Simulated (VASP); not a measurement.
# Si (Cmm2) in VASP: notebook

Si is run at these levels: r2SCAN; tasks: single point.

All numbers are computed with VASP 6.6.1; they aren't measurements. Logs are shortened: lines on timing, memory, paths and dates and some standing lists are left out, and cuts for length are marked.

### Step 1. The cell of the first run

Symmetry: Cmm2, No. 35, orthorhombic system. Conventional cell: a = 7.699 Å, b = 7.699 Å, c = 5.444 Å, α = 90.00°, β = 90.00°, γ = 90.00°. Within 2.8 Å of Si (site symmetry mm2) lie 4 Si at 2.13 to 2.64 Å. Within 3.1 Å of Si (site symmetry 2) lie 4 Si at 2.36 Å. Si (site symmetry mm2) has 4 Si at 2.36 Å within 3.1 Å. Within 3.1 Å of Si (site symmetry m) lie 4 Si at 2.36 to 2.64 Å. Si (site symmetry m) has 4 Si at 2.13 to 2.36 Å within 2.8 Å.

### Step 2. Single point, r2SCAN (atom 1 (Si) moved -0.450 Å along Cartesian [0 1 0])

The input, POSCAR:

```
Si
1.0
    5.4442106826      0.0000000000      0.0000000000
    0.0000000000     -5.4442106826      0.0000000000
    0.0000000000      0.0000000000     -5.4442106826
Si
8
Direct
    0.5000000000      1.0826566102      1.0000000000
    0.0000000000      0.5000000000      1.0000000000
    0.0000000000      1.0000000000      0.5000000000
    0.5000000000      0.5000000000      0.5000000000
    0.7500000000      0.7500000000      0.7500000000
    0.2500000000      0.2500000000      0.7500000000
    0.2500000000      0.7500000000      0.2500000000
    0.7500000000      0.2500000000      0.2500000000
```

The input, INCAR.step1:

```
ALGO = Normal ; EDIFF = 1E-4
ENCUT = 520 ; GGA = PE
ISMEAR = 0 ; LASPH = T
LCHARG = F ; LREAL = F
LWAVE = T ; NBANDS = 26
NELM = 80 ; PREC = Accurate
SIGMA = 0.05
```

The input, INCAR.step2:

```
ALGO = Normal ; EDIFF = 1E-6
ENCUT = 520 ; ISIF = 2
ISMEAR = 0 ; ISTART = 1
LASPH = T ; LCHARG = F
LMIXTAU = T ; LREAL = F
LWAVE = F ; METAGGA = R2SCAN
NBANDS = 26 ; NELM = 80
PREC = Accurate ; SIGMA = 0.05
```

The input, KPOINTS:

```
k-points
0
Gamma
  6 6 6
```

Potentials or basis: VASP PAW PBE potentials, release 64 (Si).

Launch:

```console
$ cat potpaw_PBE.64/Si/POTCAR > POTCAR
$ cp INCAR.step1 INCAR
$ mpirun -np 1 vasp_std > vasp.out
$ cp INCAR.step2 INCAR
$ mpirun -np 1 vasp_std > vasp.out
```

OUTCAR:

```text
EDIFF = 1E-6
   ENCUT = 520
   ISIF = 2
   ISMEAR = 0
   ISTART = 1
   LASPH = T
   LREAL = F
   METAGGA = R2SCAN
   NELM = 80
   PREC = Accurate

 ion  position               nearest neighbor table
   1  0.500  0.083  0.000-   6 2.13   8 2.13   7 2.64   5 2.64
   2  0.000  0.500  0.000-   5 2.36   6 2.36   7 2.36   8 2.36
   3  0.000  0.000  0.500-   5 2.36   6 2.36   7 2.36   8 2.36
   4  0.500  0.500  0.500-   5 2.36   6 2.36   7 2.36   8 2.36
   5  0.750  0.750  0.750-   2 2.36   3 2.36   4 2.36   1 2.64
   6  0.250  0.250  0.750-   1 2.13   2 2.36   3 2.36   4 2.36
   7  0.250  0.750  0.250-   2 2.36   3 2.36   4 2.36   1 2.64
   8  0.750  0.250  0.250-   1 2.13   2 2.36   3 2.36   4 2.36

  LATTYP: Found a simple cubic cell.
 ALAT       =     5.4442106826

  Lattice vectors:

 A1 = (   5.4442106826,   0.0000000000,   0.0000000000)
 A2 = (   0.0000000000,  -5.4442106826,   0.0000000000)
 A3 = (   0.0000000000,   0.0000000000,  -5.4442106826)

Analysis of symmetry for initial positions (statically):
=====================================================================
 Subroutine PRICEL returns:
 Original cell was already a primitive cell.

 Routine SETGRP: Setting up the symmetry group for a
 simple cubic supercell.

 Subroutine GETGRP returns: Found  4 space group operations
 (whereof  2 operations were pure point group operations)
 out of a pool of 48 trial point group operations.

The static configuration has the point symmetry C_2 .
 The point group associated with its full space group is C_2v.

Analysis of symmetry for dynamics (positions and initial velocities):
=====================================================================
 Subroutine PRICEL returns:
 Original cell was already a primitive cell.

 Routine SETGRP: Setting up the symmetry group for a
 simple cubic supercell.

 Subroutine GETGRP returns: Found  4 space group operations
 (whereof  2 operations were pure point group operations)
 out of a pool of 48 trial point group operations.

The dynamic configuration has the point symmetry C_2 .
 The point group associated with its full space group is C_2v.

 Subroutine INISYM returns: Found  4 space group operations
 (whereof  2 operations are pure point group operations),
 and found     1 'primitive' translations

----------------------------------------------------------------------------------------

                                     Primitive cell

  volume of cell :     161.3633

  direct lattice vectors                    reciprocal lattice vectors
     5.444210683  0.000000000  0.000000000     0.183681356  0.000000000  0.000000000
     0.000000000 -5.444210683  0.000000000     0.000000000 -0.183681356  0.000000000
     0.000000000  0.000000000 -5.444210683     0.000000000  0.000000000 -0.183681356

  length of vectors
     5.444210683  5.444210683  5.444210683     0.183681356  0.183681356  0.183681356

  position of ions in fractional coordinates (direct lattice)
     0.500000000  0.082656610  0.000000000
     0.000000000  0.500000000  0.000000000
     0.000000000  0.000000000  0.500000000
     0.500000000  0.500000000  0.500000000
     0.750000000  0.750000000  0.750000000
     0.250000000  0.250000000  0.750000000
     0.250000000  0.750000000  0.250000000
     0.750000000  0.250000000  0.250000000

  ion indices of the primitive-cell ions
   primitive index   ion index
                 1           1
                 2           2
                 3           3
                 4           4
                 5           5
                 6           6
                 7           7
                 8           8

----------------------------------------------------------------------------------------

 KPOINTS: k-points

Automatic generation of k-mesh.
 Grid dimensions read from file:
 generate k-points for:    6    6    6

 Generating k-lattice:

  Cartesian coordinates                     Fractional coordinates (reciprocal lattice)
     0.030613559  0.000000000  0.000000000     0.166666667  0.000000000  0.000000000
     0.000000000 -0.030613559  0.000000000     0.000000000  0.166666667  0.000000000
     0.000000000  0.000000000 -0.030613559     0.000000000  0.000000000  0.166666667

  Length of vectors
     0.030613559  0.030613559  0.030613559

  Shift w.r.t. Gamma in fractional coordinates (k-lattice)
     0.000000000  0.000000000  0.000000000

 Subroutine IBZKPT returns following result:
 ===========================================

 Found     52 irreducible k-points:

 Following reciprocal coordinates:
            Coordinates               Weight
  0.000000  0.000000  0.000000      1.000000
  0.166667  0.000000  0.000000      4.000000
  0.000000  0.166667  0.000000      2.000000
  0.333333  0.000000  0.000000      4.000000
  0.000000  0.333333  0.000000      2.000000
  0.500000  0.000000  0.000000      2.000000
[... 16 lines left out ...]
  0.333333  0.000000  0.500000      4.000000
  0.500000  0.500000  0.000000      2.000000
 [... further k-points ...]
   k-points           NKPTS =     52   k-points in BZ     NKDIM =     52   number of bands    NBANDS=     26
   number of dos      NEDOS =    301   number of ions     NIONS =      8
   total plane-waves  NPLWV =  64000
   dimension x,y,z NGX =    40 NGY =   40 NGZ =   40
   dimension x,y,z NGXF=    80 NGYF=   80 NGZF=   80
   ions per type =               8
   NGX,Y,Z   is equivalent  to a cutoff of  12.21, 12.21, 12.21 a.u.
   NGXF,Y,Z  is equivalent  to a cutoff of  24.43, 24.43, 24.43 a.u.
 SYSTEM =  unknown system
   PREC   = accura    normal or accurate (medium, high low for compatibility)
   ISTART =      1    job   : 0-new  1-cont  2-samecut
   ICHARG =      0    charge: 1-file 2-atom 10-const
   ISPIN  =      1    spin polarized calculation?
   LNONCOLLINEAR =      F non collinear calculations
   LSORBIT =      F    spin-orbit coupling
   LASPH  =      T    aspherical Exc in radial PAW
   ENCUT  =  520.0 eV  38.22 Ry    6.18 a.u.  10.12 10.12 10.12*2*pi/ulx,y,z
   NELM   =     80;   NELMIN=  2; NELMDL=  0     # of ELM steps
   EDIFF  = 0.1E-05   stopping-criterion for ELM
   LREAL  =      F    real-space projection
   EDIFFG = 0.1E-04   stopping-criterion for IOM
   NSW    =      0    number of steps for IOM
   IBRION =     -1    ionic relax: 0-MD 1-quasi-New 2-CG
   NFREE  =      0    steps in history (QN), initial steepest desc. (CG)
   ISIF   =      2    stress and relaxation
   ISYM   =      2    0-nonsym 1-usesym 2-fastsym
   POTIM  = 0.5000    time-step for ionic-motion
   TEBEG  =    0.0;   TEEND  =   0.0 temperature during run
   PSTRESS=    0.0 pullay stress
   NELECT =      32.0000    total number of electrons
   NUPDOWN=      -1.0000    fix difference up-down
   EMIN   =  10.00;   EMAX   =-10.00  energy-range for DOS
   EFERMI =   0.00;   METHOD = LEGACY
   ISMEAR =     0;   SIGMA  =   0.05  broadening in eV -4-tet -1-fermi 0-gaus
   EFERMI_NEDOS =   21; number of points for ismear=-14 and -15
   IALGO  =     38    algorithm
   IMIX   =      4    mixing-type and parameters
     AMIX     =   0.40;   BMIX     =  1.00
     AMIX_MAG =   1.60;   BMIX_MAG =  1.00
  volume/ion in A,a.u.               =      20.17       136.12
  Fermi-wavevector in a.u.,A,eV,Ry     =   0.954677  1.804078 12.400467  0.911409
  Thomas-Fermi vector in A             =   2.083446
   LORBIT       =      0    0 simple, 1 ext, 2 COOP (PROOUT), +10 PAW based schemes
   METAGGA = R2SCAN    functional components
   LHFCALC =     F    Hartree Fock is set to
   AEXX    =    0.0000 exact exchange contribution
   IVDW    =     0    specifies the selected vdW correction
   LEPSILON=     F    determine dielectric tensor
   LRPA    =     F    only Hartree local field effects (RPA)
 non-spin polarized calculation
 Gauss-broadening in eV      SIGMA  =   0.05
  energy-cutoff  :      520.00
  volume of cell :      161.36
 maximum number of plane-waves:      4385
   NGX = 21   NGY = 21   NGZ = 21

 number of electron      32.0000002 magnetization

 Free energy of the ion-electron system (eV)
  ---------------------------------------------------
  ext. energy  EPLUGINS =         0.00000000
  ---------------------------------------------------
  free energy    TOTEN  =       -68.87199899 eV

  energy without entropy =      -68.87194199  energy(sigma->0) =      -68.87197049

 E-fermi :   6.1449     XC(G=0):  -9.8304

 val. band max:        6.0695309591   @ k =   0.1667   0.0000   0.1667
 cond. band min:       6.2246922698   @ k =   0.0000   0.1667   0.0000
 fundamental gap:      0.1551613107
 Fermi energy:         6.1448588300

 k-point     1 :       0.0000    0.0000    0.0000
  band No.  band energies     occupation
      1      -6.9248      2.00000
      2      -3.1878      2.00000
      3      -2.9297      2.00000
      4      -2.5123      2.00000
      5      -2.5064      2.00000
      6      -2.2087      2.00000
[... 18 lines left out ...]
     25       8.7792      0.00000
     26       9.4271      0.00000

 k-point     2 :       0.1667    0.0000    0.0000
  band No.  band energies     occupation
      1      -6.7990      2.00000
      2      -3.9399      2.00000
      3      -2.9507      2.00000
      4      -2.5436      2.00000
      5      -2.4724      2.00000
      6      -1.8859      2.00000
[... 18 lines left out ...]
     25       9.2163      0.00000
     26      10.0342      0.00000

 k-point     3 :       0.0000    0.1667    0.0000
  band No.  band energies     occupation
      1      -6.8076      2.00000
      2      -3.8811      2.00000
      3      -2.9011      2.00000
      4      -2.5324      2.00000
      5      -2.4678      2.00000
      6      -2.1602      2.00000
[... 18 lines left out ...]
     25       9.2667      0.00000
     26      10.1091      0.00000

 k-point     4 :       0.3333    0.0000    0.0000
  band No.  band energies     occupation
      1      -6.4245      2.00000
      2      -4.9586      2.00000
      3      -2.8537      2.00000
      4      -2.4803      2.00000
      5      -2.3892      2.00000
      6      -1.7948      2.00000
[... 18 lines left out ...]
     25      10.3595      0.00000
     26      10.4673      0.00000

 k-point     5 :       0.0000    0.3333    0.0000
  band No.  band energies     occupation
      1      -6.4751      2.00000
      2      -4.8287      2.00000
      3      -2.8412      2.00000
      4      -2.4645      2.00000
      5      -2.3853      2.00000
      6      -2.0542      2.00000
[... 18 lines left out ...]
     25      10.3906      0.00000
     26      10.4799      0.00000

 k-point     6 :       0.5000    0.0000    0.0000
  band No.  band energies     occupation
      1      -5.8695      2.00000
      2      -5.7382      2.00000
      3      -2.7967      2.00000
      4      -2.4465      2.00000
      5      -2.3445      2.00000
      6      -1.7547      2.00000
[... 427 lines left out ...]
 k-point    21 :       0.5000    0.3333    0.0000
  band No.  band energies     occupation
      1      -5.5218      2.00000
      2      -5.2969      2.00000
      3      -4.0005      2.00000
      4      -3.8557      2.00000
      5      -0.9635      2.00000
      6      -0.8058      2.00000
[... 18 lines left out ...]
     25      10.7613      0.00000
     26      10.8605      0.00000

 k-point    22 :       0.0000    0.5000    0.3333
  band No.  band energies     occupation
      1      -5.7061      2.00000
      2      -4.9406      2.00000
      3      -4.3410      2.00000
      4      -3.6749      2.00000
      5      -1.0253      2.00000
      6      -0.8360      2.00000
[... 18 lines left out ...]
     25      10.7904      0.00000
     26      11.1030      0.00000

 k-point    23 :       0.3333    0.0000    0.5000
  band No.  band energies     occupation
      1      -5.4519      2.00000
      2      -5.2841      2.00000
      3      -4.1329      2.00000
      4      -3.9033      2.00000
      5      -1.1218      2.00000
      6      -0.4589      2.00000
[... 18 lines left out ...]
     25      10.6248      0.00000
     26      10.9817      0.00000

 k-point    24 :       0.5000    0.5000    0.0000
  band No.  band energies     occupation
      1      -5.3273      2.00000
      2      -4.8981      2.00000
      3      -4.5655      2.00000
      4      -4.2008      2.00000
      5      -0.4739      2.00000
      6      -0.3636      2.00000
[... 18 lines left out ...]
     25      11.0372      0.00000
     26      11.0849      0.00000

 [... further k-points ...]

------------------------ aborting loop because EDIFF is reached ----------------------------------------

  FORCE on cell =-STRESS in cart. coord.  units (eV):
  Direction    XX          YY          ZZ          XY          YZ          ZX
  --------------------------------------------------------------------------------------
  -------------------------------------------------------------------------------------
  Total        2.9134203     -0.7543197      2.9134203      0.0000000      0.0000000     -4.8004855
  in kB       28.9273702     -7.4896453     28.9273702      0.0000000      0.0000000    -47.6640538
  external PRESSURE =      16.7883650 kB  Pullay stress =       0.0000000 kB

 VOLUME and BASIS-vectors are now :
 -----------------------------------------------------------------------------
  energy-cutoff  :      520.00
  volume of cell :      161.36
      direct lattice vectors                 reciprocal lattice vectors
     5.444210683  0.000000000  0.000000000     0.183681356  0.000000000  0.000000000
     0.000000000 -5.444210683  0.000000000     0.000000000 -0.183681356  0.000000000
     0.000000000  0.000000000 -5.444210683     0.000000000  0.000000000 -0.183681356

 POSITION                                       TOTAL-FORCE (eV/Angst)
 -----------------------------------------------------------------------------------
      2.72211     -0.45000      0.00000         0.000000      5.504232     -0.000000
      0.00000     -2.72211      0.00000         0.000000     -0.433851     -0.000000
      0.00000      0.00000     -2.72211         0.000000      0.729467     -0.000000
      2.72211     -2.72211     -2.72211         0.000000     -0.433851     -0.000000
      4.08316     -4.08316     -4.08316        -0.566679     -1.085396     -0.566679
      1.36105     -1.36105     -4.08316        -1.700360     -1.597602      1.700360
      1.36105     -4.08316     -1.36105         0.566679     -1.085396      0.566679
      4.08316     -1.36105     -1.36105         1.700360     -1.597602     -1.700360
 -----------------------------------------------------------------------------------
    total drift:                                0.000000     -0.000073     -0.000000

  FREE ENERGIE OF THE ION-ELECTRON SYSTEM (eV)
  ---------------------------------------------------
  free  energy   TOTEN  =       -68.8719989883 eV

  energy  without entropy=      -68.8719419876  energy(sigma->0) =      -68.87197049
```

Wall time 3.5 min (1 thread of Intel Xeon 6975P-C (Granite Rapids), shared host); peak memory 0.34 GiB.

Results:

- Free energy: -68.8720 eV
- Pressure: 1.7 GPa
- Largest force: 5.504 eV/Å
- Band gap on the k mesh: 0.16 eV (least direct gap 0.37 eV)

Forces in eV/Å, atoms in the order of the input:
```
Si   0.000  5.504  0.000
Si   0.000 -0.434  0.000
Si   0.000  0.729  0.000
Si   0.000 -0.434  0.000
Si  -0.567 -1.085 -0.567
Si  -1.700 -1.598  1.700
Si   0.567 -1.085  0.567
Si   1.700 -1.598 -1.700
```

Caveat: the cell differs from its parent crystal (atom 1 (Si) moved -0.450 Å along Cartesian [0 1 0]); semilocal functionals underestimate gaps, and a narrow one can read as zero; the PAW data sets were made with another functional, which shifts forces and pressure a little.

### Step 3. Single point, r2SCAN (atom 1 (Si) moved +0.338 Å along Cartesian [0 1 0])

POSCAR: that of step 2 with these lines changed.

```diff
@@ -8,3 +8,3 @@
 Direct
-    0.5000000000      1.0826566102      1.0000000000
+    0.5000000000      0.9380075424      1.0000000000
     0.0000000000      0.5000000000      1.0000000000
```

The input, INCAR.step1:

```
  PREC = Accurate
  ENCUT = 520
  ISMEAR = 0
  SIGMA = 0.05
  LREAL = F
  LASPH = T
  NELM = 100
  NBANDS = 26
  GGA = PE
  ALGO = Normal
  EDIFF = 1E-4
  LWAVE = T
  LCHARG = F
```

The input, INCAR.step2:

```
  PREC = Accurate
  ENCUT = 520
  EDIFF = 1E-7
  ISMEAR = 0
  SIGMA = 0.05
  LREAL = F
  LASPH = T
  NELM = 100
  ALGO = Normal
  ISIF = 2
  LWAVE = F
  LCHARG = F
  METAGGA = R2SCAN
  LMIXTAU = T
  NBANDS = 26
  ISTART = 1
```

The input, KPOINTS:

```
regular mesh
0
Gamma
  6 6 6
```

Potentials or basis: VASP PAW PBE potentials, release 64 (Si).

Launch:

```console
$ cat potpaw_PBE.64/Si/POTCAR > POTCAR
$ cp INCAR.step1 INCAR
$ mpirun -np 1 vasp_std > vasp.out
$ cp INCAR.step2 INCAR
$ mpirun -np 1 vasp_std > vasp.out
```

Run time: 4.3 min. Hardware: 1 thread of Intel Xeon 6975P-C (Granite Rapids), shared host; peak memory 0.34 GiB.

It converged, with:

```yaml
Free_energy: -69.4308 eV
Pressure: 0.9 GPa
Largest_force: 4.391 eV/Å
Band_gap_on_the_k_mesh: 0.31 eV
```

Forces in eV/Å, atoms in the order of the input:
```
Si   0.000 -4.391  0.000
Si   0.000  0.332  0.000
Si   0.000 -0.576  0.000
Si   0.000  0.332  0.000
Si   1.166  1.234  1.166
Si   0.506  0.917 -0.506
Si  -1.166  1.234 -1.166
Si  -0.506  0.917  0.506
```

Stress tensor (GPa, compression positive):
```
 1.57  0.00  3.41
 0.00 -0.51  0.00
 3.41  0.00  1.57
```

Levels at points of the mesh, in eV from the valence-band top:
```csv
k point,band 14,band 15,band 16,band 17,band 18,band 19
"(0.00, 0.00, 0.00)",-0.70,-0.36,0.00,0.31,0.34,0.61
"(0.50, 0.00, 0.00)",-2.31,-2.15,-2.09,0.96,0.96,2.93
"(0.00, 0.50, 0.00)",-2.51,-2.16,-1.78,0.76,1.09,3.06
"(0.50, 0.50, 0.00)",-1.75,-1.58,-1.39,2.14,2.24,2.39
"(0.50, 0.00, 0.50)",-1.82,-1.67,-1.19,1.91,2.33,2.39
"(0.50, 0.50, 0.50)",-1.53,-1.30,-0.87,1.36,1.43,1.50
```

Caveat: the cell differs from its parent crystal (atom 1 (Si) moved +0.338 Å along Cartesian [0 1 0]); semilocal functionals underestimate gaps, and a narrow one can read as zero; the PAW data sets were made with another functional, which shifts forces and pressure a little. A k mesh can miss the band edges.

[end of part 1 of 2]
